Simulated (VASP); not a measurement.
Input of a VASP 6.6.1 run:

Contents of INCAR:

```
PREC = Accurate
ENCUT = 600
EDIFF = 1E-6
ISMEAR = 0
SIGMA = 0.1
LREAL = False
LASPH = True
NELM = 100
ALGO = Normal
ISIF = 3
LWAVE = False
LCHARG = False
GGA = PE
IBRION = 2
NSW = 90
EDIFFG = -0.04
```

The input KPOINTS:

```
Automatic mesh
0
Gamma
  6 6 6
```

POSCAR

```
Si4Cl
1.0
   -2.2297016900      2.2297016900      4.2158001100
    2.2297016900     -2.2297016900      4.2158001100
    2.2297016900      2.2297016900     -4.2158001100
Si Cl
4 1
Direct
    0.2450000000      0.2450000000      0.0000000000
    0.7550000000      0.7550000000      0.0000000000
    0.5000000000      0.0000000000      0.5000000000
    0.0000000000      0.5000000000      0.5000000000
    0.0000000000      0.0000000000      0.0000000000
```

Potentials or basis: VASP PAW PBE potentials, release 64 (Si, Cl).

Command:

```bash
$ cat potpaw_PBE.64/Si/POTCAR potpaw_PBE.64/Cl/POTCAR > POTCAR
$ mpirun -np 1 vasp_std > vasp.out
```

Q: What does it give for the band gap on the k mesh?

A: Zero (an odd number of electrons rules out a gap without spin polarisation).

Q: Predict the space group after relaxing (to 0.1 Å).

A: I4/mmm (No. 139).

Q: What does it give for the relaxed cell?

A: a = 6.055 Å, b = 6.055 Å, c = 6.055 Å, α = 134.63°, β = 134.63°, γ = 66.10°.

Forces in eV/Å, atoms in the order of the input:
```
Si   0.000  0.000 -0.002
Si   0.000  0.000  0.002
Si   0.000  0.000  0.000
Si   0.000  0.000  0.000
Cl   0.000  0.000  0.000
```

Caveat: an odd number of electrons without spin polarisation forces a metal; a magnetic or distorted state may lie lower.
